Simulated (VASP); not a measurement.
Here is a VASP 6.6.1 calculation.

Contents of INCAR:

```
PREC = Accurate
ENCUT = 520
EDIFF = 1E-6
ISMEAR = 0
SIGMA = 0.1
LREAL = False
LASPH = True
NELM = 100
ALGO = Fast
ISIF = 2
LWAVE = False
LCHARG = False
GGA = CA
NBANDS = 13
```

File KPOINTS:

```
Automatic mesh
0
Gamma
  11 11 22
```

Contents of POSCAR:

```
W
1.0
    3.1358820218      0.0000000000      0.0000000000
    0.0000000000      3.1358820218      0.0000000000
    1.5679410109     -1.5679410109      1.5679410109
W
1
Direct
    0.0000000000      0.0000000000      0.0000000000
```

Potentials or basis: VASP PAW LDA potentials, release 64 (W_sv).

Command:

```bash
$ cat potpaw_LDA.64/W_sv/POTCAR > POTCAR
$ mpirun -np 1 vasp_std > vasp.out
```

**Question.** Predict the pressure.

**Answer.** 1.4 GPa.

**Question.** What does it give for the band gap on the k mesh?

**Answer.** Zero (band 7 reaches 17.08 eV, above the bottom of band 8 at 10.42 eV).

Caveat: spin-orbit coupling is left out, which moves the levels of the heavy elements.
